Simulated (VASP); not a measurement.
Input of a VASP 6.6.1 run:

Contents of INCAR:

```
ALGO = Normal
EDIFF = 1E-6
ENCUT = 520
ISIF = 2
ISMEAR = -1
LASPH = True
LCHARG = False
LREAL = False
LWAVE = False
NBANDS = 16
NELM = 60
PREC = Accurate
SIGMA = 0.03
```

File KPOINTS:

```
k-points
0
Gamma
  13 13 10
```

Contents of POSCAR:

```
ZrB2
1.0
    3.1016998290      0.0000000000      0.0000000000
   -1.5508499145      2.6861508469      0.0000000000
    0.0000000000      0.0000000000      3.5200000000
Zr B
1 2
Direct
    0.0000000000      0.0000000000      0.0000000000
    0.3333333333      0.6666666667      0.5000000000
    0.6666666667      0.3333333333      0.5000000000
```

Potentials or basis: VASP PAW LDA potentials, release 64 (Zr_sv, B).

Run with:

```bash
$ cat potpaw_LDA.64/Zr_sv/POTCAR potpaw_LDA.64/B/POTCAR > POTCAR
$ mpirun -np 1 vasp_std > vasp.out
```

Question: What does it give for the band gap on the k mesh?

Answer: Zero (bands 9 and 10 overlap by 1.04 eV).

Question: Predict the pressure.

Answer: 3.7 GPa.

Stress tensor (GPa, compression positive):
```
 5.95  0.00  0.00
 0.00  5.95  0.00
 0.00  0.00 -0.71
```

Caveat: the cell differs from its parent crystal (equal xx and yy strain of -2 %); the cell stands under pressure.
